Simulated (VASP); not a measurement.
Nb:

```
CELL_PARAMETERS angstrom
-1.66395 1.66395 1.66395
1.66395 -1.66395 1.66395
1.66395 1.66395 -1.66395
ATOMIC_POSITIONS crystal
Nb 0.00000 0.00000 0.00000
```

```yaml
Program: VASP 6.6.1
Task: relaxation of cell and atoms
Functional: PBEsol
Potentials_or_basis: VASP PAW PBE potentials, release 64 (Nb_sv)
Cutoff: 600 eV
k_mesh: 9 × 9 × 9
Occupations: methfessel-paxton, width 0.05 eV
Spin: no spin polarisation
```

At the start: pressure -9.0 GPa; volume 18.43 Å³/atom.

Task: Where does the relaxation end?

Result: Over 4 steps the energy falls by 29.5 meV/atom and the volume is 17.43 Å³/atom (-5.4 %); space group Im-3m (No. 229, to 0.05 Å).

Step by step:
```tsv
step	energy change (eV)	largest force (eV/Å)	pressure (GPa)	volume (Å³)
1	0.0000	0.0000	-9.00	18.43
2	0.0732	0.0000	22.51	15.80
3	-0.0295	0.0000	-0.15	17.45
4	-0.0295	0.0000	0.06	17.43
```

Final structure:
```
Nb
1.0
    -1.63324    1.63324    1.63324
     1.63324   -1.63324    1.63324
     1.63324    1.63324   -1.63324
Nb
1
Cartesian
  0.0000 0.0000 0.0000
```

Caveat: the PAW data sets were made with another functional, which shifts forces and pressure a little.
